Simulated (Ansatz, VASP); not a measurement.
**Ta2H: VASP beside Ansatz**

```
Ta H
1.0
     3.37712    0.08660   -0.00489
     0.08660    3.21909   -0.04243
    -0.00494   -0.04290    3.40217
Ta H
2 1
Direct
  0.50345 0.99984 0.73433
  0.00071 0.49277 0.26573
  0.99584 0.00739 0.99994
```

Change from the starting cell: all atoms moved at random, cell strained at random.

Alike in both runs: task single point; functional PBEsol; k mesh 12 × 12 × 12; occupations gaussian, width 0.1 eV; no spin polarisation.

```csv
,VASP,Ansatz
version,VASP 6.6.1,Ansatz 0.2.0
potentials or method,"VASP PAW PBE potentials, release 64 (Ta_pv, H), cutoff 520 eV","scalar-relativistic, plane waves, PAW"
valence electrons in the cell,23,27
```

Ansatz gave:

* gap on the k mesh at the Fermi level (eV): none
* pressure (GPa): 7.5
* traceless stress, the component that is largest in VASP (GPa): 7.07
* rms of the force components (eV/Å): 0.473

What did VASP give for the same quantities?

gap on the k mesh at the Fermi level (eV): none; pressure (GPa): 7.7; traceless stress, the component that is largest in VASP (GPa): 7.09; rms of the force components (eV/Å): 0.472.

VASP's potentials were made for PBE, not for PBEsol. Atom by atom the forces differ by 0.006 eV/Å (rms over components). A gap of «none» marks a metal or a gap that the smearing closes. VASP's potentials hold 23 valence electrons a cell and Ansatz's 27, so a difference there can come from the potentials and not from the codes.

Neither program's run includes spin-orbit coupling.
